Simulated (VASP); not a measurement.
# AlGa3Sb4 (P-43m) in VASP: further runs

The runs below take AlGa3Sb4 through single point, relaxation of cell and atoms, with PBE.

Program: VASP 6.6.1. These are calculated values, not measurements. Logs are shortened: lines on timing, memory, paths and dates and some standing lists are left out, and cuts for length are marked.

### Step 1. The cell of the first run

Symmetry: P-43m, No. 215, cubic system. Conventional cell: a = 6.199 Å, b = 6.199 Å, c = 6.199 Å, α = 90.00°, β = 90.00°, γ = 90.00°. Within 3.5 Å of Al (site symmetry -43m) lie 4 Sb at 2.68 Å. Within 3.5 Å of Ga (site symmetry -42m) lie 4 Sb at 2.68 Å. Sb (site symmetry 3m) has 3 Ga at 2.68 Å and 1 Al at 2.68 Å within 3.5 Å.

### Step 2. Single point, PBE

INCAR

```
SYSTEM = AlGa3Sb4
ALGO = Normal
EDIFF = 1E-6
ENCUT = 520
GGA = PE
ISIF = 2
ISMEAR = 0
LASPH = .True.
LCHARG = .False.
LREAL = .False.
LWAVE = .False.
NBANDS = 41
NELM = 60
PREC = Accurate
SIGMA = 0.1
```

KPOINTS

```
k-points
0
Gamma
  4 4 4
  0 0 0
```

POSCAR

```
AlGa3Sb4
1.0
    6.1992049289      0.0000000000      0.0000000000
    0.0000000000      6.1992049289      0.0000000000
    0.0000000000      0.0000000000      6.1992049289
Al Ga Sb
1 3 4
Direct
    0.0000000000      0.0000000000      0.0000000000
    0.5000000000      0.5000000000      0.0000000000
    0.5000000000      0.0000000000      0.5000000000
    0.0000000000      0.5000000000      0.5000000000
    0.7499411369      0.7499411369      0.2500588631
    0.7499411369      0.2500588631      0.7499411369
    0.2500588631      0.7499411369      0.7499411369
    0.2500588631      0.2500588631      0.2500588631
```

Potentials or basis: VASP PAW PBE potentials, release 64 (Al, Ga_d, Sb).

Run with:

```
cat potpaw_PBE.64/Al/POTCAR potpaw_PBE.64/Ga_d/POTCAR potpaw_PBE.64/Sb/POTCAR > POTCAR
mpirun -np 1 vasp_std > vasp.out
```

OUTCAR:

```text
SYSTEM = AlGa3Sb4
   EDIFF = 1E-6
   ENCUT = 520
   GGA = PE
   ISIF = 2
   ISMEAR = 0
   LASPH = .True.
   LREAL = .False.
   NELM = 60
   PREC = Accurate

 ion  position               nearest neighbor table
   1  0.000  0.000  0.000-   5 2.68   6 2.68   7 2.68   8 2.68
   2  0.500  0.500  0.000-   5 2.68   6 2.68   7 2.68   8 2.68
   3  0.500  0.000  0.500-   5 2.68   6 2.68   7 2.68   8 2.68
   4  0.000  0.500  0.500-   5 2.68   6 2.68   7 2.68   8 2.68
   5  0.750  0.750  0.250-   2 2.68   3 2.68   4 2.68   1 2.68
   6  0.750  0.250  0.750-   2 2.68   3 2.68   4 2.68   1 2.68
   7  0.250  0.750  0.750-   2 2.68   3 2.68   4 2.68   1 2.68
   8  0.250  0.250  0.250-   2 2.68   3 2.68   4 2.68   1 2.68

  LATTYP: Found a simple cubic cell.
 ALAT       =     6.1992049289

  Lattice vectors:

 A1 = (   6.1992049289,   0.0000000000,   0.0000000000)
 A2 = (   0.0000000000,   6.1992049289,   0.0000000000)
 A3 = (   0.0000000000,   0.0000000000,   6.1992049289)

Analysis of symmetry for initial positions (statically):
=====================================================================
 Subroutine PRICEL returns:
 Original cell was already a primitive cell.

 Routine SETGRP: Setting up the symmetry group for a
 simple cubic supercell.

 Subroutine GETGRP returns: Found 24 space group operations
 (whereof 24 operations were pure point group operations)
 out of a pool of 48 trial point group operations.

The static configuration has the point symmetry T_d .

Analysis of symmetry for dynamics (positions and initial velocities):
=====================================================================
 Subroutine PRICEL returns:
 Original cell was already a primitive cell.

 Routine SETGRP: Setting up the symmetry group for a
 simple cubic supercell.

 Subroutine GETGRP returns: Found 24 space group operations
 (whereof 24 operations were pure point group operations)
 out of a pool of 48 trial point group operations.

The dynamic configuration has the point symmetry T_d .

 Subroutine INISYM returns: Found 24 space group operations
 (whereof 24 operations are pure point group operations),
 and found     1 'primitive' translations

----------------------------------------------------------------------------------------

                                     Primitive cell

  volume of cell :     238.2363

  direct lattice vectors                    reciprocal lattice vectors
     6.199204929  0.000000000  0.000000000     0.161311009  0.000000000  0.000000000
     0.000000000  6.199204929  0.000000000     0.000000000  0.161311009  0.000000000
     0.000000000  0.000000000  6.199204929     0.000000000  0.000000000  0.161311009

  length of vectors
     6.199204929  6.199204929  6.199204929     0.161311009  0.161311009  0.161311009

  position of ions in fractional coordinates (direct lattice)
     0.000000000  0.000000000  0.000000000
     0.500000000  0.500000000  0.000000000
     0.500000000  0.000000000  0.500000000
     0.000000000  0.500000000  0.500000000
     0.749941137  0.749941137  0.250058863
     0.749941137  0.250058863  0.749941137
     0.250058863  0.749941137  0.749941137
     0.250058863  0.250058863  0.250058863

  ion indices of the primitive-cell ions
   primitive index   ion index
                 1           1
                 2           2
                 3           3
                 4           4
                 5           5
                 6           6
                 7           7
                 8           8

----------------------------------------------------------------------------------------

 KPOINTS: k-points

Automatic generation of k-mesh.
 Grid dimensions read from file:
 generate k-points for:    4    4    4

 Generating k-lattice:

  Cartesian coordinates                     Fractional coordinates (reciprocal lattice)
     0.040327752  0.000000000  0.000000000     0.250000000  0.000000000  0.000000000
     0.000000000  0.040327752  0.000000000     0.000000000  0.250000000  0.000000000
     0.000000000  0.000000000  0.040327752     0.000000000  0.000000000  0.250000000

  Length of vectors
     0.040327752  0.040327752  0.040327752

  Shift w.r.t. Gamma in fractional coordinates (k-lattice)
     0.000000000  0.000000000  0.000000000

 Subroutine IBZKPT returns following result:
 ===========================================

 Found     10 irreducible k-points:

 Following reciprocal coordinates:
            Coordinates               Weight
  0.000000  0.000000  0.000000      1.000000
  0.250000  0.000000  0.000000      6.000000
  0.500000  0.000000  0.000000      3.000000
  0.250000  0.250000  0.000000     12.000000
  0.500000  0.250000  0.000000     12.000000
  0.500000  0.500000  0.000000      3.000000
  0.250000  0.250000  0.250000      8.000000
  0.500000  0.250000  0.250000     12.000000
  0.500000  0.500000  0.250000      6.000000
  0.500000  0.500000  0.500000      1.000000
   k-points           NKPTS =     10   k-points in BZ     NKDIM =     10   number of bands    NBANDS=     41
   number of dos      NEDOS =    301   number of ions     NIONS =      8
   total plane-waves  NPLWV = 110592
   dimension x,y,z NGX =    48 NGY =   48 NGZ =   48
   dimension x,y,z NGXF=    96 NGYF=   96 NGZF=   96
   ions per type =               1   3   4
   NGX,Y,Z   is equivalent  to a cutoff of  12.87, 12.87, 12.87 a.u.
   NGXF,Y,Z  is equivalent  to a cutoff of  25.74, 25.74, 25.74 a.u.
 SYSTEM =  AlGa3Sb4
   PREC   = accura    normal or accurate (medium, high low for compatibility)
   ISTART =      0    job   : 0-new  1-cont  2-samecut
   ICHARG =      2    charge: 1-file 2-atom 10-const
   ISPIN  =      1    spin polarized calculation?
   LNONCOLLINEAR =      F non collinear calculations
   LSORBIT =      F    spin-orbit coupling
   LASPH  =      T    aspherical Exc in radial PAW
   ENCUT  =  520.0 eV  38.22 Ry    6.18 a.u.  11.53 11.53 11.53*2*pi/ulx,y,z
   NELM   =     60;   NELMIN=  2; NELMDL= -5     # of ELM steps
   EDIFF  = 0.1E-05   stopping-criterion for ELM
   LREAL  =      F    real-space projection
   EDIFFG = 0.1E-04   stopping-criterion for IOM
   NSW    =      0    number of steps for IOM
   IBRION =     -1    ionic relax: 0-MD 1-quasi-New 2-CG
   NFREE  =      0    steps in history (QN), initial steepest desc. (CG)
   ISIF   =      2    stress and relaxation
   ISYM   =      2    0-nonsym 1-usesym 2-fastsym
   POTIM  = 0.5000    time-step for ionic-motion
   TEBEG  =    0.0;   TEEND  =   0.0 temperature during run
   PSTRESS=    0.0 pullay stress
   NELECT =      62.0000    total number of electrons
   NUPDOWN=      -1.0000    fix difference up-down
   EMIN   =  10.00;   EMAX   =-10.00  energy-range for DOS
   EFERMI =   0.00;   METHOD = LEGACY
   ISMEAR =     0;   SIGMA  =   0.10  broadening in eV -4-tet -1-fermi 0-gaus
   EFERMI_NEDOS =   21; number of points for ismear=-14 and -15
   IALGO  =     38    algorithm
   IMIX   =      4    mixing-type and parameters
     AMIX     =   0.40;   BMIX     =  1.00
     AMIX_MAG =   1.60;   BMIX_MAG =  1.00
  volume/ion in A,a.u.               =      29.78       200.96
  Fermi-wavevector in a.u.,A,eV,Ry     =   1.045208  1.975157 14.863818  1.092460
  Thomas-Fermi vector in A             =   2.179994
   LORBIT       =      0    0 simple, 1 ext, 2 COOP (PROOUT), +10 PAW based schemes
   GGA     = PE    functional components
   LHFCALC =     F    Hartree Fock is set to
   AEXX    =    0.0000 exact exchange contribution
   IVDW    =     0    specifies the selected vdW correction
   LEPSILON=     F    determine dielectric tensor
   LRPA    =     F    only Hartree local field effects (RPA)
 non-spin polarized calculation
 Gauss-broadening in eV      SIGMA  =   0.10
  energy-cutoff  :      520.00
  volume of cell :      238.24
 maximum number of plane-waves:      6488
 NGX is ok and might be reduce to    48
   NGX = 23   NGY = 23   NGZ = 23

 number of electron      61.9999970 magnetization

 Free energy of the ion-electron system (eV)
  ---------------------------------------------------
  ext. energy  EPLUGINS =         0.00000000
  ---------------------------------------------------
  free energy    TOTEN  =       -30.28040402 eV

  energy without entropy =      -30.27827105  energy(sigma->0) =      -30.27933754

 E-fermi :   4.5639     XC(G=0):  -8.8200

 val. band max:        4.4801239354   @ k =   0.0000   0.0000   0.0000
 cond. band min:       4.5904520206   @ k =   0.0000   0.0000   0.0000
 fundamental gap:      0.1103280853
 Fermi energy:         4.5639306043

 k-point     1 :       0.0000    0.0000    0.0000
  band No.  band energies     occupation
      1     -10.4356      2.00000
      2     -10.4356      2.00000
      3     -10.4356      2.00000
      4     -10.4020      2.00000
      5     -10.4020      2.00000
      6     -10.4020      2.00000
[... 33 lines left out ...]
     40       7.3434      0.00000
     41       7.3434      0.00000

 k-point     2 :       0.2500    0.0000    0.0000
  band No.  band energies     occupation
      1     -10.4335      2.00000
      2     -10.4335      2.00000
      3     -10.4330      2.00000
      4     -10.4056      2.00000
      5     -10.4014      2.00000
      6     -10.4014      2.00000
[... 33 lines left out ...]
     40       8.2148      0.00000
     41       8.2148      0.00000

 k-point     3 :       0.5000    0.0000    0.0000
  band No.  band energies     occupation
      1     -10.4311      2.00000
      2     -10.4311      2.00000
      3     -10.4295      2.00000
      4     -10.4099      2.00000
      5     -10.3993      2.00000
      6     -10.3993      2.00000
[... 259 lines left out ...]
      2     -10.4216      2.00000
      3     -10.4216      2.00000
      4     -10.4211      2.00000
      5     -10.3995      2.00000
      6     -10.3994      2.00000
[... 33 lines left out ...]
     40       8.4381      0.00000
     41       8.5897      0.00000

 k-point    10 :       0.5000    0.5000    0.5000
  band No.  band energies     occupation
      1     -10.4326      2.00000
      2     -10.4215      2.00000
      3     -10.4215      2.00000
      4     -10.4215      2.00000
      5     -10.4003      2.00000
      6     -10.4003      2.00000
[... 33 lines left out ...]
     40       8.2291      0.00000
     41       8.3138      0.00000

------------------------ aborting loop because EDIFF is reached ----------------------------------------

  FORCE on cell =-STRESS in cart. coord.  units (eV):
  Direction    XX          YY          ZZ          XY          YZ          ZX
  --------------------------------------------------------------------------------------
  -------------------------------------------------------------------------------------
  Total        0.7384562      0.7384562      0.7384562     -0.0000000     -0.0000000      0.0000000
  in kB        4.9662357      4.9662357      4.9662357     -0.0000000     -0.0000000      0.0000000
  external PRESSURE =       4.9662357 kB  Pullay stress =       0.0000000 kB

 VOLUME and BASIS-vectors are now :
 -----------------------------------------------------------------------------
  energy-cutoff  :      520.00
  volume of cell :      238.24
      direct lattice vectors                 reciprocal lattice vectors
     6.199204929  0.000000000  0.000000000     0.161311009  0.000000000  0.000000000
     0.000000000  6.199204929  0.000000000     0.000000000  0.161311009  0.000000000
     0.000000000  0.000000000  6.199204929     0.000000000  0.000000000  0.161311009

 POSITION                                       TOTAL-FORCE (eV/Angst)
 -----------------------------------------------------------------------------------
      0.00000      0.00000      0.00000         0.000000     -0.000000     -0.000000
      3.09960      3.09960      0.00000         0.000000     -0.000000     -0.000000
      3.09960      0.00000      3.09960         0.000000      0.000000     -0.000000
      0.00000      3.09960      3.09960         0.000000     -0.000000     -0.000000
      4.64904      4.64904      1.55017        -0.010311     -0.010311      0.010311
      4.64904      1.55017      4.64904        -0.010311      0.010311     -0.010311
      1.55017      4.64904      4.64904         0.010311     -0.010311     -0.010311
      1.55017      1.55017      1.55017         0.010311      0.010311      0.010311
 -----------------------------------------------------------------------------------
    total drift:                                0.000000      0.000000     -0.000000

  FREE ENERGIE OF THE ION-ELECTRON SYSTEM (eV)
  ---------------------------------------------------
  free  energy   TOTEN  =       -30.2804040217 eV

  energy  without entropy=      -30.2782710509  energy(sigma->0) =      -30.27933754
```

It took 96 s on 1 thread of Intel Xeon Platinum 8375C at 2.90GHz (Ice Lake), shared host; peak memory 0.36 GiB.

What came out:

- Free energy: -30.2804 eV
- Pressure: 0.5 GPa
- Largest force: 0.018 eV/Å
- Band gap on the k mesh: 0.11 eV

Forces on the atoms (eV/Å):
```
Al   0.000  0.000  0.000
Ga   0.000  0.000  0.000
Ga   0.000  0.000  0.000
Ga   0.000  0.000  0.000
Sb  -0.010 -0.010  0.010
Sb  -0.010  0.010 -0.010
Sb   0.010 -0.010 -0.010
Sb   0.010  0.010  0.010
```

Levels at points of the mesh, in eV from the valence-band top:
```
           k point  band 28  band 29  band 30  band 31  band 32  band 33  band 34  band 35
(0.00, 0.00, 0.00)    -2.35     0.00     0.00     0.00     0.11     0.89     0.89     1.32
(0.50, 0.00, 0.00)    -1.54    -1.54    -1.48    -1.48     1.29     1.48     2.71     2.73
(0.50, 0.50, 0.00)    -1.12    -1.11    -1.11    -1.06     1.89     2.02     2.02     2.40
(0.50, 0.50, 0.50)    -1.03    -1.00    -1.00    -1.00     0.36     0.36     0.36     1.19
```

Caveat: spin-orbit coupling is left out, which moves the levels of the heavy elements. A k mesh can miss the band edges.

### Step 3. Relaxation of cell and atoms, PBE

This run uses another cell than the first one, of 23.56 Å³/atom.

INCAR

```
PREC = Accurate
ENCUT = 600
EDIFF = 1E-6
ISMEAR = 0
SIGMA = 0.1
LREAL = False
LASPH = True
NELM = 80
ALGO = Normal
ISIF = 3
LWAVE = False
LCHARG = False
GGA = PE
IBRION = 2
NSW = 100
EDIFFG = -0.05
```

KPOINTS

```
regular mesh
0
Gamma
  4 4 4
```

POSCAR

```
AlGa3Sb4
1.0
    5.7337330051      0.0000000000      0.0000000000
    0.0000000000      5.7337330051      0.0000000000
    0.0000000000      0.0000000000      5.7337330051
Al Ga Sb
1 3 4
Direct
    0.0000000000      0.0000000000      0.0000000000
    0.5000000000      0.5000000000      0.0000000000
    0.5000000000      0.0000000000      0.5000000000
    0.0000000000      0.5000000000      0.5000000000
    0.7557144200      0.7557144200      0.2442855800
    0.7557144200      0.2442855800      0.7557144200
    0.2442855800      0.7557144200      0.7557144200
    0.2442855800      0.2442855800      0.2442855800
```

Potentials or basis: VASP PAW PBE potentials, release 64 (Al, Ga_d, Sb).

Run with:

```
cat potpaw_PBE.64/Al/POTCAR potpaw_PBE.64/Ga_d/POTCAR potpaw_PBE.64/Sb/POTCAR > POTCAR
mpirun -np 1 vasp_std > vasp.out
```

OUTCAR:

```text
PREC = Accurate
   ENCUT = 600
   EDIFF = 1E-6
   ISMEAR = 0
   LREAL = False
   LASPH = True
   NELM = 80
   ISIF = 3
   GGA = PE
   IBRION = 2
   NSW = 100
   EDIFFG = -0.05

 ion  position               nearest neighbor table
   1  0.000  0.000  0.000-   5 2.43   6 2.43   7 2.43   8 2.43
   2  0.500  0.500  0.000-   5 2.50   6 2.50   7 2.50   8 2.50
   3  0.500  0.000  0.500-   5 2.50   6 2.50   7 2.50   8 2.50
   4  0.000  0.500  0.500-   5 2.50   6 2.50   7 2.50   8 2.50
   5  0.756  0.756  0.244-   1 2.43   2 2.50   3 2.50   4 2.50
   6  0.756  0.244  0.756-   1 2.43   2 2.50   3 2.50   4 2.50
   7  0.244  0.756  0.756-   1 2.43   2 2.50   3 2.50   4 2.50
   8  0.244  0.244  0.244-   1 2.43   2 2.50   3 2.50   4 2.50

  LATTYP: Found a simple cubic cell.
 ALAT       =     5.7337330051

  Lattice vectors:

 A1 = (   5.7337330051,   0.0000000000,   0.0000000000)
 A2 = (   0.0000000000,   5.7337330051,   0.0000000000)
[... 179 lines left out ...]
 val. band max:        6.9611170605   @ k =   0.0000   0.0000   0.0000
 cond. band min:       7.4299580314   @ k =   0.0000   0.0000   0.0000
 fundamental gap:      0.4688409708
 Fermi energy:         7.1995445071

 k-point     1 :       0.0000    0.0000    0.0000
  band No.  band energies     occupation
      1      -8.4096      2.00000
      2      -8.4096      2.00000
      3      -8.4096      2.00000
      4      -8.3381      2.00000
      5      -8.3381      2.00000
      6      -8.3381      2.00000
[... 598 lines left out ...]
--------------------------------------- Ionic step        6  -------------------------------------------

 number of electron      61.9999960 magnetization

 Free energy of the ion-electron system (eV)
  ---------------------------------------------------
  ext. energy  EPLUGINS =         0.00000000
  ---------------------------------------------------
  free energy    TOTEN  =       -30.28121064 eV

  energy without entropy =      -30.27842147  energy(sigma->0) =      -30.27981606

 E-fermi :   4.4017     XC(G=0):  -8.7621

 val. band max:        4.3683551371   @ k =   0.0000   0.0000   0.0000
 cond. band min:       4.6864264389   @ k =   0.5000   0.5000   0.5000
 fundamental gap:      0.3180713018
 Fermi energy:         4.4016794047

 k-point     1 :       0.0000    0.0000    0.0000
  band No.  band energies     occupation
      1     -10.5434      2.00000
      2     -10.5434      2.00000
      3     -10.5434      2.00000
      4     -10.5114      2.00000
      5     -10.5114      2.00000
      6     -10.5114      2.00000
[... 424 lines left out ...]
  FREE ENERGIE OF THE ION-ELECTRON SYSTEM (eV)
  ---------------------------------------------------
  free  energy   TOTEN  =       -30.2812106423 eV

  energy  without entropy=      -30.2784214702  energy(sigma->0) =      -30.27981606

 reached required accuracy - stopping structural energy minimisation
```

Run time: 6.4 min. Hardware: 1 thread of Intel Xeon Platinum 8375C at 2.90GHz (Ice Lake), shared host; peak memory 0.39 GiB.

Results:

```
Free energy                           : -30.2812 eV
Relaxed volume                        : 30.19 Å³/atom
Relaxed cell                          : a = 6.228 Å, b = 6.228 Å, c = 6.228 Å, α = 90.00°, β = 90.00°, γ = 90.00°
Space group after relaxing (to 0.1 Å) : P-43m (No. 215)
Energy gained by relaxing             : 339.0 meV/atom
Ionic steps                           : 6
Pressure after relaxing               : -0.1 GPa
```

The path:
```tsv
step	energy change (eV)	largest force (eV/Å)	pressure (GPa)	volume (Å³)
1	0.0000	1.1680	20.02	188.50
2	-2.0159	0.0349	-4.86	280.78
3	-2.7000	0.2479	-0.03	241.25
4	-2.6997	0.2375	-0.22	242.40
5	-2.7082	0.1231	-0.17	241.99
6	-2.7116	0.0011	-0.10	241.55
```

Final structure:
```yaml
crystal:
  lattice:
    - [6.22779, 0.00000, 0.00000]
    - [0.00000, 6.22779, 0.00000]
    - [0.00000, 0.00000, 6.22779]
  atoms:
    - { symbol: Al, position: [0.00000, 0.00000, 0.00000] }
    - { symbol: Ga, position: [0.50000, 0.50000, 0.00000] }
    - { symbol: Ga, position: [0.50000, 0.00000, 0.50000] }
    - { symbol: Ga, position: [0.00000, 0.50000, 0.50000] }
    - { symbol: Sb, position: [0.74981, 0.74981, 0.25019] }
    - { symbol: Sb, position: [0.74981, 0.25019, 0.74981] }
    - { symbol: Sb, position: [0.25019, 0.74981, 0.74981] }
    - { symbol: Sb, position: [0.25019, 0.25019, 0.25019] }
```

Caveat: the volume moved by over 15 % at a fixed basis, so the end points are rough; spin-orbit coupling is left out, which moves the levels of the heavy elements.
